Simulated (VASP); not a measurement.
# LuSi2Au2 (I4/mmm) in VASP: single point with PBE

Aim: the single point of LuSi2Au2 with PBE.

Program: VASP 6.6.1. These are calculated values, not measurements. Logs are shortened: lines on timing, memory, paths and dates and some standing lists are left out, and cuts for length are marked.

## (1) The cell of the first run

Symmetry: I4/mmm, No. 139, tetragonal system. The conventional cell has a = 4.254 Å, b = 4.254 Å, c = 9.885 Å, α = 90.00°, β = 90.00°, γ = 90.00°. Au (site symmetry -4m2) has 4 Si at 2.52 Å and 4 Au at 3.01 Å and 4 Lu at 3.26 Å within 3.3 Å. Lu (site symmetry 4/mmm) has 10 Si at 3.21 to 3.82 Å and 8 Au at 3.26 Å and 4 Lu at 4.25 Å within 4.3 Å. Si (site symmetry 4mm) has 1 Si at 2.25 Å and 4 Au at 2.52 Å within 3.0 Å.

## (2) Single point, PBE

Input file INCAR:

```
SYSTEM = LuSi2Au2
ALGO     = Normal         ! electronic algorithm
EDIFF    = 1E-6           ! SCF threshold, eV
ENCUT    = 520            ! plane-wave cutoff, eV
GGA      = PE             ! functional
ISIF     = 2              ! what is computed and relaxed
ISMEAR   = -1             ! smearing method
LASPH    = .True.         ! aspherical terms in the spheres
LCHARG   = .False.        ! write CHGCAR
LREAL    = .False.        ! projectors in reciprocal space
LWAVE    = .False.        ! write WAVECAR
NBANDS   = 36             ! bands
NELM     = 80             ! most SCF steps
PREC     = Accurate       ! precision mode
SIGMA    = 0.1            ! smearing width, eV
```

Input file KPOINTS:

```
k-points
0
Gamma
  7 7 7
  0 0 0
```

Input file POSCAR:

```
LuSi2Au2
1.0
    0.0000000000      4.2537940000      0.0000000000
    4.2537940000      0.0000000000      0.0000000000
    2.1268970000      2.1268970000     -4.9425040000
Au Lu Si
2 1 2
Direct
    0.7500000000      0.2500000000      0.5000000000
    0.2500000000      0.7500000000      0.5000000000
    0.0000000000      0.0000000000      0.0000000000
    0.3863995136      0.3863995136      0.2272009728
    0.6136004864      0.6136004864      0.7727990272
```

Potentials or basis: VASP PAW PBE potentials, release 64 (Au, Lu, Si).

Run with:

```sh
$ cat potpaw_PBE.64/Au/POTCAR potpaw_PBE.64/Lu/POTCAR potpaw_PBE.64/Si/POTCAR > POTCAR
$ mpirun -np 1 vasp_std > vasp.out
```

OUTCAR:

```text
SYSTEM = LuSi2Au2
   EDIFF = 1E-6
   ENCUT = 520
   GGA = PE
   ISIF = 2
   ISMEAR = -1
   LASPH = .True.
   LREAL = .False.
   NELM = 80
   PREC = Accurate

 ion  position               nearest neighbor table
   1  0.750  0.250  0.500-   4 2.52   5 2.52   5 2.52   4 2.52   2 3.01   2 3.01   2 3.01   2 3.01
                             3 3.26   3 3.26   3 3.26   3 3.26
   2  0.250  0.750  0.500-   4 2.52   5 2.52   5 2.52   4 2.52   1 3.01   1 3.01   1 3.01   1 3.01
                             3 3.26   3 3.26   3 3.26   3 3.26
   3  0.000  0.000  0.000-   4 3.21   5 3.21   5 3.21   5 3.21   4 3.21   4 3.21   5 3.21   4 3.21
                             2 3.26   1 3.26   2 3.26   1 3.26   1 3.26   2 3.26   2 3.26   1 3.26
   4  0.386  0.386  0.227-   5 2.25   2 2.52   1 2.52   2 2.52   1 2.52   3 3.21   3 3.21   3 3.21
                             3 3.21
   5  0.614  0.614  0.773-   4 2.25   1 2.52   2 2.52   2 2.52   1 2.52   3 3.21   3 3.21   3 3.21
                             3 3.21

  LATTYP: Found a body centered tetragonal cell.
 ALAT       =     4.2537940000
 C/A-ratio  =     2.3238097567

  Lattice vectors:

 A1 = (  -2.1268970000,   2.1268970000,   4.9425040000)
 A2 = (   2.1268970000,  -2.1268970000,   4.9425040000)
 A3 = (   2.1268970000,   2.1268970000,  -4.9425040000)

Analysis of symmetry for initial positions (statically):
=====================================================================
 Subroutine PRICEL returns:
 Original cell was already a primitive cell.

 Routine SETGRP: Setting up the symmetry group for a
 body centered tetragonal supercell.

 Subroutine GETGRP returns: Found 16 space group operations
 (whereof 16 operations were pure point group operations)
 out of a pool of 16 trial point group operations.

The static configuration has the point symmetry D_4h.

Analysis of symmetry for dynamics (positions and initial velocities):
=====================================================================
 Subroutine PRICEL returns:
 Original cell was already a primitive cell.

 Routine SETGRP: Setting up the symmetry group for a
 body centered tetragonal supercell.

 Subroutine GETGRP returns: Found 16 space group operations
 (whereof 16 operations were pure point group operations)
 out of a pool of 16 trial point group operations.

The dynamic configuration has the point symmetry D_4h.

 Subroutine INISYM returns: Found 16 space group operations
 (whereof 16 operations are pure point group operations),
 and found     1 'primitive' translations
[... 95 lines left out ...]
   ISPIN  =      1    spin polarized calculation?
   LNONCOLLINEAR =      F non collinear calculations
   LSORBIT =      F    spin-orbit coupling
   LASPH  =      T    aspherical Exc in radial PAW
   ENCUT  =  520.0 eV  38.22 Ry    6.18 a.u.   7.91  7.91 10.76*2*pi/ulx,y,z
   NELM   =     80;   NELMIN=  2; NELMDL= -5     # of ELM steps
   EDIFF  = 0.1E-05   stopping-criterion for ELM
   LREAL  =      F    real-space projection
   EDIFFG = 0.1E-04   stopping-criterion for IOM
   NSW    =      0    number of steps for IOM
   IBRION =     -1    ionic relax: 0-MD 1-quasi-New 2-CG
   NFREE  =      0    steps in history (QN), initial steepest desc. (CG)
   ISIF   =      2    stress and relaxation
   ISYM   =      2    0-nonsym 1-usesym 2-fastsym
   POTIM  = 0.5000    time-step for ionic-motion
   TEBEG  =    0.0;   TEEND  =   0.0 temperature during run
   PSTRESS=    0.0 pullay stress
   NELECT =      55.0000    total number of electrons
   NUPDOWN=      -1.0000    fix difference up-down
   EMIN   =  10.00;   EMAX   =-10.00  energy-range for DOS
   EFERMI =   0.00;   METHOD = LEGACY
   ISMEAR =    -1;   SIGMA  =   0.10  broadening in eV -4-tet -1-fermi 0-gaus
   EFERMI_NEDOS =   21; number of points for ismear=-14 and -15
   IALGO  =     38    algorithm
   IMIX   =      4    mixing-type and parameters
     AMIX     =   0.40;   BMIX     =  1.00
     AMIX_MAG =   1.60;   BMIX_MAG =  1.00
  volume/ion in A,a.u.               =      17.89       120.71
  Fermi-wavevector in a.u.,A,eV,Ry     =   1.392181  2.630841 26.370381  1.938168
  Thomas-Fermi vector in A             =   2.515949
   LORBIT       =      0    0 simple, 1 ext, 2 COOP (PROOUT), +10 PAW based schemes
   GGA     = PE    functional components
   LHFCALC =     F    Hartree Fock is set to
   AEXX    =    0.0000 exact exchange contribution
   IVDW    =     0    specifies the selected vdW correction
   LEPSILON=     F    determine dielectric tensor
   LRPA    =     F    only Hartree local field effects (RPA)
 non-spin polarized calculation
  energy-cutoff  :      520.00
  volume of cell :       89.43
 maximum number of plane-waves:      2432
   NGX = 15   NGY = 15   NGZ = 21

 number of electron      54.9999998 magnetization

 Free energy of the ion-electron system (eV)
  ---------------------------------------------------
  ext. energy  EPLUGINS =         0.00000000
  ---------------------------------------------------
  free energy    TOTEN  =       -24.06487143 eV

  energy without entropy =      -24.01749397  energy(sigma->0) =      -24.04118270

 E-fermi :   8.3284     XC(G=0): -11.6992

 val. band max:        8.3031869992   @ k =   0.4286   0.1429  -0.0000
 cond. band min:       8.3561449873   @ k =  -0.1429   0.0000   0.4286
 fundamental gap:      0.0529579881
 Fermi energy:         8.3283562423

 k-point     1 :       0.0000    0.0000    0.0000
  band No.  band energies     occupation
      1     -48.7148      2.00000
      2     -19.3807      2.00000
      3     -19.3487      2.00000
      4     -19.3487      2.00000
      5      -3.8729      2.00000
      6      -0.8314      2.00000
[... 925 lines left out ...]
     35      13.3492      0.00000
     36      13.8274      0.00000

 [... further k-points ...]
[... 5 lines left out ...]
  --------------------------------------------------------------------------------------
  -------------------------------------------------------------------------------------
  Total        1.7264235      1.7264235      2.9039058      0.0000000      0.0000000      0.0000000
  in kB       30.9284385     30.9284385     52.0227344      0.0000000      0.0000000      0.0000000
  external PRESSURE =      37.9598704 kB  Pullay stress =       0.0000000 kB

 VOLUME and BASIS-vectors are now :
 -----------------------------------------------------------------------------
  energy-cutoff  :      520.00
  volume of cell :       89.43
      direct lattice vectors                 reciprocal lattice vectors
     0.000000000  4.253794000  0.000000000     0.000000000  0.235084257  0.101163297
     4.253794000  0.000000000  0.000000000     0.235084257  0.000000000  0.101163297
     2.126897000  2.126897000 -4.942504000     0.000000000  0.000000000 -0.202326594

 POSITION                                       TOTAL-FORCE (eV/Angst)
 -----------------------------------------------------------------------------------
      2.12690      4.25379     -2.47125        -0.000000     -0.000000      0.000000
      4.25379      2.12690     -2.47125         0.000000      0.000000      0.000000
      0.00000      0.00000      0.00000        -0.000000     -0.000000      0.000000
      2.12690      2.12690     -1.12294         0.000000      0.000000     -0.008852
      4.25379      4.25379     -3.81956        -0.000000     -0.000000      0.008852
 -----------------------------------------------------------------------------------
    total drift:                                0.000000     -0.000000     -0.000000

  FREE ENERGIE OF THE ION-ELECTRON SYSTEM (eV)
  ---------------------------------------------------
  free  energy   TOTEN  =       -24.0648714323 eV

  energy  without entropy=      -24.0174939698  energy(sigma->0) =      -24.04118270
```

Wall time 70 s (1 thread of Intel Xeon Platinum 8488C (Sapphire Rapids), shared host); peak memory 0.29 GiB.

What came out:

- Free energy: -24.0649 eV
- Pressure: 3.8 GPa
- Largest force: 0.009 eV/Å
- Band gap on the k mesh: zero (an odd number of electrons rules out a gap without spin polarisation)

Forces in eV/Å, atoms in the order of the input:
```
Au   0.000  0.000  0.000
Au   0.000  0.000  0.000
Lu   0.000  0.000  0.000
Si   0.000  0.000 -0.009
Si   0.000  0.000  0.009
```

Caveat: the cell stands under pressure; spin-orbit coupling is left out, which moves the levels of the heavy elements.

The gap in the log of VASP goes by the Fermi energy; the results here count the filled bands.